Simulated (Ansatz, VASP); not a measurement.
GaP in VASP and in Ansatz

```
Ga P
1.0
     3.89629    0.00000    0.00000
    -1.94814    3.37428    0.00000
     0.00000    0.00000   33.18194
Ga P
2 2
Direct
  0.33333 0.66667 0.20945
  0.33333 0.66667 0.36315
  0.00000 0.00000 0.19778
  0.00000 0.00000 0.37482
```

Change from the starting cell: species swapped into a sheet of the GaS type.

Alike in both runs: functional PBE; k mesh 6 × 6 × 1; occupations gaussian, width 0.1 eV; no spin polarisation.

Ansatz relaxed the structure, and its values are those at the end. VASP's run is a single point on that final structure, the one shown.

```csv
,VASP,Ansatz
version,VASP 6.6.1,Ansatz 0.2.0
potentials or method,"VASP PAW PBE potentials, release 64 (Ga_d, P), cutoff 520 eV","scalar-relativistic, plane waves, PAW"
valence electrons in the cell,36,36
```

Ansatz gave:

- gap on the k mesh at the Fermi level (eV): 1.58
- least direct gap on the mesh (eV): 1.92
- rms of the force components (eV/Å): 0.000

**Question.** Estimate VASP's values.

**Answer.** gap on the k mesh at the Fermi level (eV): 1.59; least direct gap on the mesh (eV): 1.93; rms of the force components (eV/Å): 0.003.

Ansatz's warnings: slab cell height set, structure snapped to symmetry.
